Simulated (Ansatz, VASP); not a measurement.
**One calculation of GdO, two programs**

```
CELL_PARAMETERS angstrom
2.80181 0.00000 0.00000
0.00000 2.80181 0.00000
0.00000 0.00000 2.80181
ATOMIC_POSITIONS crystal
Gd 0.00000 0.00000 0.00000
O 0.50000 0.50000 0.50000
```

Alike in both runs: task relaxation of cell and atoms; functional PBEsol; k mesh 9 × 9 × 9; occupations fermi-dirac, width 0.05 eV; collinear spin.

|  | VASP | Ansatz |
| --- | --- | --- |
| version | VASP 6.6.1 | Ansatz 0.2.0 |
| potentials or method | VASP PAW PBE potentials, release 64 (Gd, O) | Ansatz PAW |
| plane-wave cutoff (eV) | 600 | 420 |
| valence electrons in the cell | 24 | 24 |

```csv
,VASP,Ansatz,Ansatz less VASP
"gap on the k mesh at the Fermi level, each at its own relaxed structure (eV)",none,none,-
net moment per atom (μB),3.58,3.58,-0.005
size of the moment on the site where the two differ most (μB),6.84,6.88,+0.040
relaxed volume (Å³/atom),13.07,13.02,-0.042
relaxed cell length with the largest relative difference (Å),2.968,2.964,-0.0032
```

VASP's potentials were made for PBE, not for PBEsol. Site moments also hang on the region over which each program counts them. A gap of «none» marks a metal or a gap that the smearing closes.

Neither program's run includes spin-orbit coupling. Noted on VASP's run: the volume moved by over 15 % at a fixed basis, so the end points are rough. Noted on Ansatz's run: the volume moved by over 15 % at a fixed basis, so the end points are rough; the plane-wave basis is chosen anew once the cell has moved, so the energies of steps on either side of that aren't comparable.
